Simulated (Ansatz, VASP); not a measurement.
# SrBr2: VASP beside Ansatz

```xyz
6
Lattice="7.1082 0.0000 0.0000 0.0000 7.1082 0.0000 0.0000 0.0000 4.6756" Properties=species:S:1:pos:R:3 pbc="T T T"
Sr    0.0000    0.0000    0.0000
Sr    3.5541    3.5541    2.3378
Br    2.1598    2.1598    0.0000
Br    1.3943    5.7139    2.3378
Br    4.9484    4.9484    0.0000
Br    5.7139    1.3943    2.3378
```

Alike in both runs: task single point; functional LDA; k mesh 3 × 3 × 4; no spin polarisation.

```csv
,VASP,Ansatz
version,VASP 6.6.1,Ansatz 0.2.0
potentials or method,"VASP PAW LDA potentials, release 64 (Sr_sv, Br)","plane waves, PAW"
plane-wave cutoff (eV),500,420
occupations,"gaussian, width 0.01 eV",fixed
valence electrons in the cell,48,48
```

```csv
,VASP,Ansatz,Ansatz less VASP
gap on the k mesh at the Fermi level (eV),4.04,4.03,-0.013
```

LDA's correlation is that of Perdew and Zunger in VASP and of Perdew and Wang (1992) in Ansatz.
